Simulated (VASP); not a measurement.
# W (I4/mmm) in VASP: further runs

W is run at these levels: r2SCAN; tasks: single point.

Program: VASP 6.6.1. These are calculated values, not measurements. Logs are shortened: lines on timing, memory, paths and dates and some standing lists are left out, and cuts for length are marked.

**1. The cell of the first run**

The structure is tetragonal, space group I4/mmm (No. 139). The conventional cell has a = 2.828 Å, b = 2.828 Å, c = 3.938 Å, α = 90.00°, β = 90.00°, γ = 90.00°. Within 3.7 Å of W (site symmetry 4/mmm) lie 12 W at 2.81 to 2.83 Å.

**2. Single point, r2SCAN (strain -0.015 along x and y, -0.030 along z)**

POSCAR

```
W
1.0
    0.0000000000      1.9995500000      1.9691000000
    1.9995500000      0.0000000000      1.9691000000
    1.9995500000      1.9995500000      0.0000000000
W
1
Direct
    0.0000000000      0.0000000000      0.0000000000
```

INCAR.step1

```
PREC = Accurate ; ENCUT = 520
ISMEAR = 0 ; SIGMA = 0.15
LREAL = F ; LASPH = T
NELM = 60 ; NBANDS = 13
GGA = PE ; ALGO = Normal
EDIFF = 1E-4 ; LWAVE = T
LCHARG = F
```

INCAR.step2

```
PREC = Accurate ; ENCUT = 520
EDIFF = 1E-6 ; ISMEAR = 0
SIGMA = 0.15 ; LREAL = F
LASPH = T ; NELM = 60
ALGO = Normal ; ISIF = 2
LWAVE = F ; LCHARG = F
METAGGA = R2SCAN ; LMIXTAU = T
NBANDS = 13 ; ISTART = 1
```

KPOINTS

```
Automatic mesh
0
Gamma
  20 20 20
```

Potentials or basis: VASP PAW PBE potentials, release 64 (W_sv).

The run is started by

```console
$ cat potpaw_PBE.64/W_sv/POTCAR > POTCAR
$ cp INCAR.step1 INCAR
$ mpirun -np 1 vasp_std > vasp.out
$ cp INCAR.step2 INCAR
$ mpirun -np 1 vasp_std > vasp.out
```

OUTCAR:

```text
PREC = Accurate
   ENCUT = 520
   EDIFF = 1E-6
   ISMEAR = 0
   LREAL = F
   LASPH = T
   NELM = 60
   ISIF = 2
   METAGGA = R2SCAN
   ISTART = 1

 ion  position               nearest neighbor table
   1  0.000  0.000  0.000-

  LATTYP: Found a body centered tetragonal cell.
 ALAT       =     2.8277907286
 C/A-ratio  =     1.3926773152

  Lattice vectors:

 A1 = (   0.0000000000,  -1.9995500000,  -1.9691000000)
 A2 = (   0.0000000000,   1.9995500000,  -1.9691000000)
 A3 = (   1.9995500000,   0.0000000000,   1.9691000000)

Analysis of symmetry for initial positions (statically):
=====================================================================
 Subroutine PRICEL returns:
 Original cell was already a primitive cell.

 Routine SETGRP: Setting up the symmetry group for a
 body centered tetragonal supercell.

 Subroutine GETGRP returns: Found 16 space group operations
 (whereof 16 operations were pure point group operations)
 out of a pool of 16 trial point group operations.

The static configuration has the point symmetry D_4h.

Analysis of symmetry for dynamics (positions and initial velocities):
=====================================================================
 Subroutine PRICEL returns:
 Original cell was already a primitive cell.

 Routine SETGRP: Setting up the symmetry group for a
 body centered tetragonal supercell.

 Subroutine GETGRP returns: Found 16 space group operations
 (whereof 16 operations were pure point group operations)
 out of a pool of 16 trial point group operations.

The dynamic configuration has the point symmetry D_4h.

 Subroutine INISYM returns: Found 16 space group operations
 (whereof 16 operations are pure point group operations),
 and found     1 'primitive' translations

----------------------------------------------------------------------------------------

                                     Primitive cell

  volume of cell :      15.7457

  direct lattice vectors                    reciprocal lattice vectors
     0.000000000  1.999550000  1.969100000    -0.250056263  0.250056263  0.253923112
     1.999550000  0.000000000  1.969100000     0.250056263 -0.250056263  0.253923112
     1.999550000  1.999550000  0.000000000     0.250056263  0.250056263 -0.253923112

  length of vectors
     2.806341927  2.806341927  2.827790729     0.435354127  0.435354127  0.435354127

  position of ions in fractional coordinates (direct lattice)
[... 79 lines left out ...]
   EDIFFG = 0.1E-04   stopping-criterion for IOM
   NSW    =      0    number of steps for IOM
   IBRION =     -1    ionic relax: 0-MD 1-quasi-New 2-CG
   NFREE  =      0    steps in history (QN), initial steepest desc. (CG)
   ISIF   =      2    stress and relaxation
   ISYM   =      2    0-nonsym 1-usesym 2-fastsym
   POTIM  = 0.5000    time-step for ionic-motion
   TEBEG  =    0.0;   TEEND  =   0.0 temperature during run
   PSTRESS=    0.0 pullay stress
   NELECT =      14.0000    total number of electrons
   NUPDOWN=      -1.0000    fix difference up-down
   EMIN   =  10.00;   EMAX   =-10.00  energy-range for DOS
   EFERMI =   0.00;   METHOD = LEGACY
   ISMEAR =     0;   SIGMA  =   0.15  broadening in eV -4-tet -1-fermi 0-gaus
   EFERMI_NEDOS =   21; number of points for ismear=-14 and -15
   IALGO  =     38    algorithm
   IMIX   =      4    mixing-type and parameters
     AMIX     =   0.40;   BMIX     =  1.00
     AMIX_MAG =   1.60;   BMIX_MAG =  1.00
  volume/ion in A,a.u.               =      15.75       106.26
  Fermi-wavevector in a.u.,A,eV,Ry     =   1.574213  2.974831 33.717218  2.478146
  Thomas-Fermi vector in A             =   2.675381
   LORBIT       =      0    0 simple, 1 ext, 2 COOP (PROOUT), +10 PAW based schemes
   METAGGA = R2SCAN    functional components
   LHFCALC =     F    Hartree Fock is set to
   AEXX    =    0.0000 exact exchange contribution
   IVDW    =     0    specifies the selected vdW correction
   LEPSILON=     F    determine dielectric tensor
   LRPA    =     F    only Hartree local field effects (RPA)
 non-spin polarized calculation
 Gauss-broadening in eV      SIGMA  =   0.15
  energy-cutoff  :      520.00
  volume of cell :       15.75
 maximum number of plane-waves:       444
 NGX is ok and might be reduce to    24
   NGX = 11   NGY = 11   NGZ = 11

 number of electron      13.9999999 magnetization

 Free energy of the ion-electron system (eV)
  ---------------------------------------------------
  ext. energy  EPLUGINS =         0.00000000
  ---------------------------------------------------
  free energy    TOTEN  =       -50.78855952 eV

  energy without entropy =      -50.77496974  energy(sigma->0) =      -50.78176463

 E-fermi :  10.9246     XC(G=0): -14.9945

 val. band max:       10.9209806376   @ k =  -0.2000   0.0500   0.0000
 cond. band min:      10.9257175430   @ k =  -0.2500   0.1000   0.0000
 fundamental gap:      0.0047369054
 Fermi energy:        10.9245686279

 k-point     1 :       0.0000    0.0000    0.0000
  band No.  band energies     occupation
      1     -64.6171      2.00000
      2     -27.4968      2.00000
      3     -27.4968      2.00000
      4     -27.4819      2.00000
      5       1.2182      2.00000
      6      10.1933      2.00000
      7      10.1933      2.00000
      8      10.4405      1.99999
      9      13.6770      0.00000
     10      14.0288      0.00000
     11      24.3293      0.00000
     12      30.0174      0.00000
     13      30.0174      0.00000
[... 354 lines left out ...]
  band No.  band energies     occupation
      1     -64.4949      2.00000
      2     -28.6665      2.00000
      3     -27.6690      2.00000
      4     -27.6552      2.00000
      5       4.7480      2.00000
      6       9.9147      2.00000
      7      10.3031      2.00000
      8      10.4174      2.00000
      9      14.9572      0.00000
     10      15.8914      0.00000
     11      23.3054      0.00000
     12      26.6394      0.00000
     13      32.5932      0.00000

 [... further k-points ...]
[... 5 lines left out ...]
  --------------------------------------------------------------------------------------
  -------------------------------------------------------------------------------------
  Total        1.2748544      1.2748544      0.5371394      0.0000000      0.0000000     -0.0000000
  in kB      129.7205739    129.7205739     54.6556732      0.0000000      0.0000000     -0.0000000
  external PRESSURE =     104.6989403 kB  Pullay stress =       0.0000000 kB

 VOLUME and BASIS-vectors are now :
 -----------------------------------------------------------------------------
  energy-cutoff  :      520.00
  volume of cell :       15.75
      direct lattice vectors                 reciprocal lattice vectors
     0.000000000  1.999550000  1.969100000    -0.250056263  0.250056263  0.253923112
     1.999550000  0.000000000  1.969100000     0.250056263 -0.250056263  0.253923112
     1.999550000  1.999550000  0.000000000     0.250056263  0.250056263 -0.253923112

 POSITION                                       TOTAL-FORCE (eV/Angst)
 -----------------------------------------------------------------------------------
      0.00000      0.00000      0.00000        -0.000000      0.000000      0.000000
 -----------------------------------------------------------------------------------
    total drift:                                0.000000      0.000000     -0.000000

  FREE ENERGIE OF THE ION-ELECTRON SYSTEM (eV)
  ---------------------------------------------------
  free  energy   TOTEN  =       -50.7885595204 eV

  energy  without entropy=      -50.7749697353  energy(sigma->0) =      -50.78176463
```

OUTCAR.step1:

```text
PREC = Accurate
   ENCUT = 520
   ISMEAR = 0
   LREAL = F
   LASPH = T
[... 601 lines left out ...]

 POSITION                                       TOTAL-FORCE (eV/Angst)
 -----------------------------------------------------------------------------------
      0.00000      0.00000      0.00000         0.000000      0.000000      0.000000
 -----------------------------------------------------------------------------------
    total drift:                                0.000000      0.000000     -0.000000

  FREE ENERGIE OF THE ION-ELECTRON SYSTEM (eV)
  ---------------------------------------------------
  free  energy   TOTEN  =       -12.4485470555 eV

  energy  without entropy=      -12.4345053290  energy(sigma->0) =      -12.44152619
```

OSZICAR.step1:

```text
N       E                     dE             d eps       ncg     rms          rms(c)
DAV:   1     0.844090246617E+02    0.84409E+02   -0.74377E+03 16780   0.122E+03
DAV:   2    -0.113889681772E+02   -0.95798E+02   -0.92253E+02 18506   0.316E+02
DAV:   3    -0.130228942015E+02   -0.16339E+01   -0.16266E+01 18431   0.397E+01
DAV:   4    -0.130296717238E+02   -0.67775E-02   -0.67772E-02 18656   0.282E+00
DAV:   5    -0.130297285292E+02   -0.56805E-04   -0.56805E-04 18791   0.243E-01    0.205E+01
DAV:   6    -0.125720990430E+02    0.45763E+00   -0.37995E-01 17831   0.825E+00    0.836E+00
DAV:   7    -0.124525575693E+02    0.11954E+00   -0.19704E-01 18701   0.561E+00    0.476E-01
DAV:   8    -0.124485711296E+02    0.39864E-02   -0.40606E-03 16871   0.837E-01    0.621E-02
DAV:   9    -0.124485470555E+02    0.24074E-04   -0.71453E-05 13213   0.105E-01
   1 F= -.12448547E+02 E0= -.12441526E+02  d E =-.140417E-01
```

Run time: 2.4 min. Hardware: 1 thread of Intel Xeon 6975P-C (Granite Rapids), shared host; peak memory 0.25 GiB.

What came out:

```
Free energy            : -50.7886 eV
Pressure               : 10.5 GPa
Band gap on the k mesh : zero (bands 7 and 8 overlap by 4.12 eV)
```

Stress tensor (GPa, compression positive):
```
12.97  0.00  0.00
 0.00 12.97  0.00
 0.00  0.00  5.47
```

Caveat: the cell differs from its parent crystal (strain -0.015 along x and y, -0.030 along z); the stress differs along the axes, from 5 to 13 GPa; the PAW data sets were made with another functional, which shifts forces and pressure a little; spin-orbit coupling is left out, which moves the levels of the heavy elements.

[end of part 1 of 3]
